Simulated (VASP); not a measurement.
Wanted: the native input for a VASP 6.6.1 run.

| Property | Result |
| --- | --- |
| Task | relaxation of volume and atoms at fixed shape |
| Functional | PBE |
| Potentials or basis | VASP PAW PBE potentials, release 64 (Ni_sv_GW, O) |
| Cutoff | 700 eV |
| k mesh | 7 × 7 × 7 |
| Occupations | fermi-dirac, width 0.05 eV |
| Spin | collinear spin, ferromagnetic start |
| Starting moments | [1.5, 0.0] μB |
| Hubbard terms | Ni d U = 4.0 eV |
| Dipole correction | no |
| Further INCAR settings | ALGO = Normal; EDIFF = 1e-07; IBRION = 2; EDIFFG = -0.01; NSW = 80; ISIF = 8 |

The structure of NiO lies in POSCAR:

```
NiO
1.0
    0.0000000000      2.0859020000      2.0859020000
    2.0859020000      0.0000000000      2.0859020000
    2.0859020000      2.0859020000      0.0000000000
Ni O
1 1
Direct
    0.0000000000      0.0000000000      0.0000000000
    0.5000000000      0.5000000000      0.5000000000
```

The input as run:

INCAR

```
PREC = Accurate
ENCUT = 700
EDIFF = 1E-7
ISMEAR = -1
SIGMA = 0.05
LREAL = False
LASPH = True
NELM = 200
ALGO = Normal
ISIF = 8
LWAVE = False
LCHARG = False
ISPIN = 2
MAGMOM = 1.5 0
LORBIT = 11
LMAXMIX = 4
LDAU = True
LDAUTYPE = 2
LDAUL = 2 -1
LDAUU = 4 0
LDAUJ = 0 0
LDAUPRINT = 1
GGA = PE
IBRION = 2
NSW = 80
EDIFFG = -0.01
GGA_COMPAT = False
NELMIN = 4
```

KPOINTS

```
regular mesh
0
Gamma
  7 7 7
```

Potentials or basis: VASP PAW PBE potentials, release 64 (Ni_sv_GW, O).

The run is started by

```sh
$ cat potpaw_PBE.64/Ni_sv_GW/POTCAR potpaw_PBE.64/O/POTCAR > POTCAR
$ mpirun -np 1 vasp_std > vasp.out
```

Results of the run:

The relaxed volume is 9.51 Å³/atom. The relaxed cell is a = 2.997 Å, b = 2.997 Å, c = 2.997 Å, α = 60.00°, β = 60.00°, γ = 60.00° and the space group after relaxing (to 0.1 Å) is Fm-3m (No. 225). The energy gained by relaxing is 13.3 meV/atom, the ionic steps are 3 and the pressure after relaxing is 0.0 GPa. The band gap on the k mesh is 1.70 eV (least direct gap 2.56 eV), the net moment is 2.00 μB per cell and the site moments are Ni +1.74; O +0.21 μB. The valence electrons inside the program's atomic spheres are Ni 16.09; O 5.01.

Caveat: an odd mesh through Γ misses points on the zone boundary, where band edges can lie; a cell with one magnetic atom can't hold antiferromagnetic order, which such compounds often take.

Run time: 56 s on 1 thread of Intel(R) Xeon(R) 6975P-C (Granite Rapids) (shared host), peak memory 0.19 GiB.
